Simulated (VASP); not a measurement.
Here is a VASP 6.6.1 calculation.

POSCAR

```
ZnF2
1.0
    4.6554813154      0.0000000000      0.0000000000
    0.0000000000      4.6554813154      0.0000000000
    0.0000000000      0.0000000000      3.0960767909
Zn F
2 4
Direct
    0.5000000000      0.5000000000      0.5000000000
    0.0000000000      0.0000000000      0.0000000000
    0.6976009747      0.6976009747      0.0000000000
    0.8023990253      0.1976009747      0.5000000000
    0.3023990253      0.3023990253      0.0000000000
    0.1976009747      0.8023990253      0.5000000000
```

Contents of INCAR.step1:

```
SYSTEM = ZnF2
  PREC = Accurate
  ENCUT = 660
  ISMEAR = 0
  SIGMA = 0.02
  LREAL = .False.
  LASPH = .True.
  NELM = 120
  NBANDS = 35
  GGA = PE
  ALGO = Normal
  EDIFF = 1E-5
  LWAVE = .True.
  LCHARG = .False.
  GGA_COMPAT = .False.
```

Contents of INCAR.step2:

```
SYSTEM = ZnF2
  PREC = Accurate
  ENCUT = 660
  EDIFF = 1E-6
  ISMEAR = 0
  SIGMA = 0.02
  LREAL = .False.
  LASPH = .True.
  NELM = 120
  ALGO = Normal
  ISIF = 2
  LWAVE = .False.
  LCHARG = .True.
  METAGGA = R2SCAN
  LMIXTAU = .True.
  LELF = .True.
  LVHAR = .True.
  NBANDS = 35
  ISTART = 1
  GGA_COMPAT = .False.
```

File KPOINTS:

```
regular mesh
0
Gamma
  6 6 8
  0 0 0
```

Potentials or basis: VASP PAW PBE potentials, release 64 (Zn, F).

Launch:

```sh
$ cat potpaw_PBE.64/Zn/POTCAR potpaw_PBE.64/F/POTCAR > POTCAR
$ cp INCAR.step1 INCAR
$ mpirun -np 1 vasp_std > vasp.out
$ cp INCAR.step2 INCAR
$ mpirun -np 1 vasp_std > vasp.out
```

(1) What does it give for the pressure?

(2) Estimate the largest force.

Answers

(1) 4.4 GPa.

(2) 0.012 eV/Å.

Caveat: the cell differs from its parent crystal (equal strain along all axes, cell held: -1.0 %, then relaxed in part); the cell stands under pressure; the PAW data sets were made with another functional, which shifts forces and pressure a little.
